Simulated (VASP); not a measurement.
Wanted: the native input for a VASP 6.6.1 run.

```yaml
Task: relaxation of cell and atoms
Functional: PBE
Potentials_or_basis: VASP PAW PBE potentials, release 64 (Ga_d)
Cutoff: 600 eV
k_mesh: 10 × 10 × 10
Occupations: methfessel-paxton, width 0.05 eV
Spin: no spin polarisation
Target_pressure: 60 GPa
Dipole_correction: no
Further_INCAR_settings: ALGO = Normal; EDIFF = 1e-07; IBRION = 2; EDIFFG = -0.02; NSW = 60; ISIF = 3
```

The structure of Ga lies in POSCAR:

```
Ga
1.0
    2.5500000000      0.0000000000      0.0000000000
    0.0000000000      2.5500000000      0.0000000000
    0.0000000000      0.0000000000      2.5500000000
Ga
1
Direct
    0.0000000000      0.0000000000      0.0000000000
```

One way to write it, as run:

INCAR

```
  PREC = Accurate
  ENCUT = 600
  EDIFF = 1E-7
  ISMEAR = 1
  SIGMA = 0.05
  LREAL = F
  LASPH = T
  NELM = 100
  ALGO = Normal
  ISIF = 3
  LWAVE = F
  LCHARG = F
  GGA = PE
  IBRION = 2
  NSW = 60
  EDIFFG = -0.02
  PSTRESS = 600.0
```

KPOINTS

```
regular mesh
0
Gamma
  10 10 10
```

Potentials or basis: VASP PAW PBE potentials, release 64 (Ga_d).

The run is started by

```bash
$ cat potpaw_PBE.64/Ga_d/POTCAR > POTCAR
$ mpirun -np 1 vasp_std > vasp.out
```

It gave:

```yaml
Relaxed_volume: 12.97 Å³/atom
Relaxed_cell: a = 2.349 Å, b = 2.349 Å, c = 2.349 Å, α = 90.00°, β = 90.00°, γ = 90.00°
Space_group_after_relaxing_to_0.05_Å: Pm-3m (No. 221)
Energy_change_on_relaxing_the_enthalpy_is_what_falls: +739.7 meV/atom
Ionic_steps: 5
Pressure_after_relaxing: 60.1 GPa
```

Caveat: the cell is relaxed towards a set pressure, so the enthalpy falls and the energy may rise; the volume moved by over 15 % at a fixed basis, so the end points are rough.

It took 63 s on 1 thread of Intel Xeon 8259CL, on a shared host, peak memory 0.14 GiB.
